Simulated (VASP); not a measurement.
# ZnSe (F-43m) in VASP: a series of runs

The runs below take ZnSe through vibrations by perturbation theory, density of states, elastic constants, with PBEsol.

Program: VASP 6.6.1. These are calculated values, not measurements. Logs are shortened: lines on timing, memory, paths and dates and some standing lists are left out, and cuts for length are marked.

## 1. The cell of the first run

It takes space group F-43m (No. 216, cubic). Conventional cell: a = 5.171 Å, b = 5.171 Å, c = 5.171 Å, α = 90.00°, β = 90.00°, γ = 90.00°. Within 3.0 Å of Zn (site symmetry -43m) lie 4 Se at 2.24 Å. Se (site symmetry -43m) has 4 Zn at 2.24 Å within 3.0 Å.

## 2. Vibrations by perturbation theory, PBEsol

Input file INCAR:

```
PREC     = Accurate       # precision mode
ENCUT    = 520            # plane-wave cutoff, eV
EDIFF    = 1E-8           # SCF threshold, eV
ISMEAR   = 0              # smearing method
SIGMA    = 0.01           # smearing width, eV
LREAL    = F              # projectors in reciprocal space
LASPH    = T              # aspherical terms in the spheres
NELM     = 80             # most SCF steps
ALGO     = Normal         # electronic algorithm
ISIF     = 2              # what is computed and relaxed
LWAVE    = F              # write WAVECAR
LCHARG   = F              # write CHGCAR
GGA      = PS             # functional
NBANDS   = 16             # bands
IBRION   = 8              # ionic algorithm
NSW      = 1              # ionic steps
LEPSILON = T              # dielectric tensor by DFPT
```

Input file KPOINTS:

```
Automatic mesh
0
Gamma
  10 10 10
```

Input file POSCAR:

```
ZnSe
1.0
    0.0000000000      2.5854693610      2.5854693610
    2.5854693610      0.0000000000      2.5854693610
    2.5854693610      2.5854693610      0.0000000000
Zn Se
1 1
Direct
    0.0000000000      0.0000000000      0.0000000000
    0.7500000000      0.7500000000      0.7500000000
```

Potentials or basis: VASP PAW PBE potentials, release 64 (Zn, Se).

The run is started by

```bash
$ cat potpaw_PBE.64/Zn/POTCAR potpaw_PBE.64/Se/POTCAR > POTCAR
$ mpirun -np 1 vasp_std > vasp.out
```

OUTCAR:

```text
PREC = Accurate
   ENCUT = 520
   EDIFF = 1E-8
   ISMEAR = 0
   LREAL = F
   LASPH = T
   NELM = 80
   ISIF = 2
   GGA = PS
   IBRION = 8
   NSW = 1
   LEPSILON = T

 ion  position               nearest neighbor table
   1  0.000  0.000  0.000-   2 2.24   2 2.24   2 2.24   2 2.24
   2  0.750  0.750  0.750-   1 2.24   1 2.24   1 2.24   1 2.24

  LATTYP: Found a face centered cubic cell.
 ALAT       =     5.1709387220

  Lattice vectors:

 A1 = (   0.0000000000,   2.5854693610,   2.5854693610)
 A2 = (   2.5854693610,   0.0000000000,   2.5854693610)
 A3 = (   2.5854693610,   2.5854693610,   0.0000000000)

Analysis of symmetry for initial positions (statically):
=====================================================================
 Subroutine PRICEL returns:
 Original cell was already a primitive cell.

 Routine SETGRP: Setting up the symmetry group for a
 face centered cubic supercell.

 Subroutine GETGRP returns: Found 24 space group operations
 (whereof 24 operations were pure point group operations)
 out of a pool of 48 trial point group operations.

The static configuration has the point symmetry T_d .

Analysis of symmetry for dynamics (positions and initial velocities):
=====================================================================
 Subroutine PRICEL returns:
 Original cell was already a primitive cell.

 Routine SETGRP: Setting up the symmetry group for a
 face centered cubic supercell.

 Subroutine GETGRP returns: Found 24 space group operations
 (whereof 24 operations were pure point group operations)
 out of a pool of 48 trial point group operations.

The dynamic configuration has the point symmetry T_d .

 Subroutine INISYM returns: Found 24 space group operations
 (whereof 24 operations are pure point group operations),
 and found     1 'primitive' translations

----------------------------------------------------------------------------------------

                                     Primitive cell

  volume of cell :      34.5659

  direct lattice vectors                    reciprocal lattice vectors
     0.000000000  2.585469361  2.585469361    -0.193388484  0.193388484  0.193388484
     2.585469361  0.000000000  2.585469361     0.193388484 -0.193388484  0.193388484
     2.585469361  2.585469361  0.000000000     0.193388484  0.193388484 -0.193388484

  length of vectors
     3.656405835  3.656405835  3.656405835     0.334958680  0.334958680  0.334958680

  position of ions in fractional coordinates (direct lattice)
     0.000000000  0.000000000  0.000000000
     0.750000000  0.750000000  0.750000000

  ion indices of the primitive-cell ions
   primitive index   ion index
                 1           1
                 2           2

----------------------------------------------------------------------------------------

 KPOINTS: Automatic mesh

Automatic generation of k-mesh.
 Grid dimensions read from file:
 generate k-points for:   10   10   10

 Generating k-lattice:

  Cartesian coordinates                     Fractional coordinates (reciprocal lattice)
    -0.019338848  0.019338848  0.019338848     0.100000000  0.000000000  0.000000000
[... 605 lines left out ...]
  ---------------------------------------------------
  free energy    TOTEN  =        -0.63458967 eV

  energy without entropy =       -0.63458967

------------------------ aborting loop because EDIFF is reached ----------------------------------------

--------------------------------------- Ionic step        2  -------------------------------------------

------------------------ aborting loop because EDIFF is reached ----------------------------------------

--------------------------------------- Ionic step        3  -------------------------------------------

------------------------ aborting loop because EDIFF is reached ----------------------------------------

 PIEZOELECTRIC TENSOR FIELD DIRECTION 3  (e Angst)
 -----------------------------------------------------------------------------
    -0.00099  1.20143  0.00000           (  0.00000 -0.02559  0.00000)
     1.20143 -0.00099  0.00000           ( -0.02559  0.00000  0.00000)
     0.00000  0.00000  0.00063           (  0.00000  0.00000 -0.00000)

 PIEZOELECTRIC TENSOR FIELD DIRECTION 3  (C/m^2)
 -----------------------------------------------------------------------------
    -0.00046  0.55688  0.00000
     0.55688 -0.00046  0.00000
     0.00000  0.00000  0.00029

--------------------------------------- Ionic step        4  -------------------------------------------

------------------------ aborting loop because EDIFF is reached ----------------------------------------

[... ionic steps 5 to 6 ...]

--------------------------------------- Ionic step        7  -------------------------------------------

 Free energy of the ion-electron system (eV)
  ---------------------------------------------------
  ---------------------------------------------------
  free energy    TOTEN  =        -0.08094500 eV

  energy without entropy =       -0.08094500

------------------------ aborting loop because EDIFF is reached ----------------------------------------

 INTERNAL STRAIN TENSOR  FOR ION    2  DIRECTION 1   (eV/Angst):
 -----------------------------------------------------------------------------
    -0.01668  0.00000  0.00000
     0.00000  0.01812 18.44412
     0.00000 18.44412  0.01812

 MACROSCOPIC STATIC DIELECTRIC TENSOR (including local field effects in DFT)
 ------------------------------------------------------
           7.258786    -0.000000     0.000000
           0.000000     7.258786     0.000000
          -0.000000     0.000000     7.258786
 ------------------------------------------------------

 PIEZOELECTRIC TENSOR (including local field effects)  for field in x, y, z        (e  Angst)
          XX          YY          ZZ          XY          YZ          ZX
  --------------------------------------------------------------------------------
  x     0.00000     0.00000    -0.00000     0.00000     1.21588     0.00000
  y    -0.00000     0.00000    -0.00000     0.00000     0.00000     1.21588
  z     0.00000    -0.00000     0.00000     1.21588     0.00000     0.00000

 PIEZOELECTRIC TENSOR (including local field effects)  for field in x, y, z        (C/m^2)
          XX          YY          ZZ          XY          YZ          ZX
  --------------------------------------------------------------------------------
  x     0.00000     0.00000    -0.00000     0.00000     0.56358     0.00000
  y    -0.00000     0.00000    -0.00000     0.00000     0.00000     0.56358
  z     0.00000    -0.00000     0.00000     0.56358     0.00000     0.00000

 BORN EFFECTIVE CHARGES (including local field effects) (in |e|, cummulative output)
 ---------------------------------------------------------------------------------
 ion    1
    1     1.61381     0.00000    -0.00000
    2     0.00000     1.61381     0.00000
    3     0.00000    -0.00000     1.61381
 ion    2
    1    -1.61381    -0.00000     0.00000
    2    -0.00000    -1.61381    -0.00000
    3    -0.00000     0.00000    -1.61381

 INTERNAL STRAIN TENSOR FOR ION    2 for displacements in x,y,z  (eV/Angst):
          X           Y           Z          XY          YZ          ZX
  --------------------------------------------------------------------------------
  x     0.00000     0.00000     0.00000     0.00000    18.44412     0.00000
  y     0.00000     0.00000     0.00000     0.00000     0.00000    18.44412
  z     0.00000     0.00000     0.00000    18.44412     0.00000     0.00000

 SECOND DERIVATIVES (NOT SYMMETRIZED)
 ------------------------------------
               1X          1Y          1Z          2X          2Y          2Z
  1X   -13.060784    0.000000    0.000000   13.060784    0.000000    0.000000
  1Y     0.000000  -13.060784    0.000000    0.000000   13.060784    0.000000
  1Z     0.000000    0.000000  -13.060784    0.000000    0.000000   13.060784
  2X    13.076434    0.000000    0.000000  -13.076434    0.000000    0.000000
  2Y     0.000000   13.076434    0.000000    0.000000  -13.076434    0.000000
  2Z     0.000000    0.000000   13.076434    0.000000    0.000000  -13.076434

 Eigenvectors and eigenvalues of the dynamical matrix
 ----------------------------------------------------

   1 f  =    9.449359 THz    59.372075 2PiTHz  315.196697 cm-1    39.079392 meV
             X         Y         Z           dx          dy          dz
      0.000000  0.000000  0.000000     0.000000    0.739396    0.000000
      3.878204  3.878204  3.878204     0.000000   -0.673270    0.000000
[... 21 lines left out ...]
   6 f/i=    0.002817 THz     0.017697 2PiTHz    0.093950 cm-1     0.011648 meV
             X         Y         Z           dx          dy          dz
      0.000000  0.000000  0.000000     0.000000    0.000000   -0.673270
      3.878204  3.878204  3.878204     0.000000    0.000000   -0.739396

--------------------------------------------------------------------------------------------------------

 MACROSCOPIC STATIC DIELECTRIC TENSOR IONIC CONTRIBUTION
 ------------------------------------------------------
           1.043263     0.000000    -0.000000
           0.000000     1.043263     0.000000
          -0.000000     0.000000     1.043263
 ------------------------------------------------------

 ELASTIC MODULI CONTR FROM IONIC RELAXATION (kBar)
 Direction    XX          YY          ZZ          XY          YZ          ZX
 --------------------------------------------------------------------------------
 XX          -0.0000     -0.0000     -0.0000     -0.0000      0.0000     -0.0000
 YY          -0.0000     -0.0000     -0.0000     -0.0000     -0.0000      0.0000
 ZZ          -0.0000     -0.0000     -0.0000      0.0000     -0.0000     -0.0000
 XY          -0.0000     -0.0000      0.0000  -1206.4156      0.0000      0.0000
 YZ           0.0000     -0.0000     -0.0000      0.0000  -1206.4156      0.0000
 ZX          -0.0000      0.0000     -0.0000      0.0000      0.0000  -1206.4156
 --------------------------------------------------------------------------------

 PIEZOELECTRIC TENSOR IONIC CONTR  for field in x, y, z        (C/m^2)
          XX          YY          ZZ          XY          YZ          ZX
  --------------------------------------------------------------------------------
  x     0.00000    -0.00000    -0.00000     0.00000    -1.05564    -0.00000
  y    -0.00000    -0.00000    -0.00000    -0.00000    -0.00000    -1.05564
  z    -0.00000    -0.00000     0.00000    -1.05564    -0.00000     0.00000
```

It took 5 min on 1 thread of Intel Xeon 6975P-C (Granite Rapids), shared host; peak memory 0.36 GiB.

Results:

| Property | Result |
| --- | --- |
| Electronic dielectric tensor (diagonal) | 7.26 |
| Born charges (mean of the diagonal) | Zn +1.61; Se -1.61 e |
| Highest phonon frequency at Γ, LO-TO splitting left out | 315 cm⁻¹ |

Phonon frequencies in cm⁻¹ (negative: imaginary):
| q point | frequencies |
| --- | --- |
| (0.000, 0.000, 0.000) | 0 0 0 315 315 315 |

Electronic dielectric tensor:
```
7.26 0.00 0.00
0.00 7.26 0.00
0.00 0.00 7.26
```

Born effective charge tensors (e):
atom 1, Zn
```
1.61 0.00 0.00
0.00 1.61 0.00
0.00 0.00 1.61
```
atom 2, Se
```
-1.61  0.00  0.00
 0.00 -1.61  0.00
 0.00  0.00 -1.61
```

Caveat: the cell wasn't relaxed at this level first, which shifts response properties; the PAW data sets were made with another functional, which shifts forces and pressure a little.

## 3. Vibrations by perturbation theory, PBEsol

This run uses another cell than the first one, of 19.52 Å³/atom, 1.129 times its volume.

Input file INCAR:

```
SYSTEM = ZnSe
PREC     = Accurate       ! precision mode
ENCUT    = 520            ! plane-wave cutoff, eV
EDIFF    = 1E-8           ! SCF threshold, eV
ISMEAR   = 0              ! smearing method
SIGMA    = 0.01           ! smearing width, eV
LREAL    = .FALSE.        ! projectors in reciprocal space
LASPH    = .TRUE.         ! aspherical terms in the spheres
NELM     = 100            ! most SCF steps
ALGO     = Normal         ! electronic algorithm
ISIF     = 2              ! what is computed and relaxed
LWAVE    = .FALSE.        ! write WAVECAR
LCHARG   = .FALSE.        ! write CHGCAR
GGA      = PS             ! functional
IBRION   = 8              ! ionic algorithm
NSW      = 1              ! ionic steps
LEPSILON = .TRUE.         ! dielectric tensor by DFPT
```

Input file KPOINTS:

```
Automatic mesh
0
G
  10 10 10
  0 0 0
```

Input file POSCAR:

```
ZnSe
1.0
    0.0000000000      2.6925357342      2.6925357342
    2.6925357342      0.0000000000      2.6925357342
    2.6925357342      2.6925357342      0.0000000000
Zn Se
1 1
Direct
    0.0000000000      0.0000000000      0.0000000000
    0.7500000000      0.7500000000      0.7500000000
```

Potentials or basis: VASP PAW PBE potentials, release 64 (Zn, Se).

The run is started by

```bash
$ cat potpaw_PBE.64/Zn/POTCAR potpaw_PBE.64/Se/POTCAR > POTCAR
$ mpirun -np 1 vasp_std > vasp.out
```

OUTCAR:

```text
SYSTEM = ZnSe
   PREC = Accurate
   ENCUT = 520
   EDIFF = 1E-8
   ISMEAR = 0
   LREAL = .FALSE.
   LASPH = .TRUE.
   NELM = 100
   ISIF = 2
   GGA = PS
   IBRION = 8
   NSW = 1
   LEPSILON = .TRUE.

 ion  position               nearest neighbor table
   1  0.000  0.000  0.000-   2 2.33   2 2.33   2 2.33   2 2.33
   2  0.750  0.750  0.750-   1 2.33   1 2.33   1 2.33   1 2.33

  LATTYP: Found a face centered cubic cell.
[... 713 lines left out ...]
      4.038804  4.038804  4.038804    -0.672564    0.000000    0.000000
[... 21 lines left out ...]
   6 f/i=    0.005169 THz     0.032481 2PiTHz    0.172434 cm-1     0.021379 meV
             X         Y         Z           dx          dy          dz
      0.000000  0.000000  0.000000    -0.537074    0.404838    0.000000
      4.038804  4.038804  4.038804    -0.590956    0.445454    0.000000

--------------------------------------------------------------------------------------------------------

 MACROSCOPIC STATIC DIELECTRIC TENSOR IONIC CONTRIBUTION
 ------------------------------------------------------
           1.683904     0.000000     0.000000
           0.000000     1.683904     0.000000
           0.000000     0.000000     1.683904
 ------------------------------------------------------

 ELASTIC MODULI CONTR FROM IONIC RELAXATION (kBar)
 Direction    XX          YY          ZZ          XY          YZ          ZX
 --------------------------------------------------------------------------------
 XX          -0.0000     -0.0000     -0.0000      0.0000      0.0000      0.0000
 YY          -0.0000     -0.0000     -0.0000      0.0000      0.0000      0.0000
 ZZ          -0.0000     -0.0000     -0.0000      0.0000      0.0000      0.0000
 XY           0.0000      0.0000      0.0000   -591.0878      0.0000      0.0000
 YZ           0.0000      0.0000      0.0000      0.0000   -591.0878      0.0000
 ZX           0.0000      0.0000      0.0000      0.0000      0.0000   -591.0878
 --------------------------------------------------------------------------------

 PIEZOELECTRIC TENSOR IONIC CONTR  for field in x, y, z        (C/m^2)
          XX          YY          ZZ          XY          YZ          ZX
  --------------------------------------------------------------------------------
  x     0.00000     0.00000     0.00000     0.00000    -0.93877     0.00000
  y     0.00000     0.00000     0.00000     0.00000     0.00000    -0.93877
  z     0.00000     0.00000     0.00000    -0.93877     0.00000     0.00000
```

stdout:

```text
POSCAR found type information on POSCAR ZnSe
 POSCAR found :  2 types and       2 ions
 scaLAPACK will be used
 -----------------------------------------------------------------------------
|                                                                             |
|                                                                             |
|     You enforced a specific xc type in the INCAR file but a different       |
[... 39 lines left out ...]
 force on displaced ion       1 direction 1 :  -9.074   0.000   0.000
 Born effective charge ion    1 direction 1 :   1.808   0.000   0.000
 Linear response progress:
 first order change of Fermi-energy  -0.41552E+00
 force on displaced ion       2 direction 1 :  -9.050  -0.000  -0.000
 Born effective charge ion    2 direction 1 :  -1.820   0.000   0.000
 Born effective charges drift removed
 Linear response finished
```

Wall time 7.6 min (1 thread of Intel Xeon Platinum 8488C (Sapphire Rapids), shared host); peak memory 0.37 GiB.

What came out:

```
Electronic dielectric tensor (diagonal)                 : 7.28
Born charges (mean of the diagonal)                     : Zn +1.81; Se -1.81 e
Highest phonon frequency at Γ, LO-TO splitting left out : 262 cm⁻¹
```

Phonon frequencies in cm⁻¹ (negative: imaginary):
| q point | frequencies |
| --- | --- |
| (0.000, 0.000, 0.000) | 0 0 0 262 262 262 |

Electronic dielectric tensor:
```
7.28 0.00 0.00
0.00 7.28 0.00
0.00 0.00 7.28
```

Born effective charge tensors (e):
atom 1, Zn
```
1.81 0.00 0.00
0.00 1.81 0.00
0.00 0.00 1.81
```
atom 2, Se
```
-1.81  0.00  0.00
 0.00 -1.81  0.00
 0.00  0.00 -1.81
```

Caveat: the cell wasn't relaxed at this level first, which shifts response properties; the PAW data sets were made with another functional, which shifts forces and pressure a little.

[end of part 1 of 2]
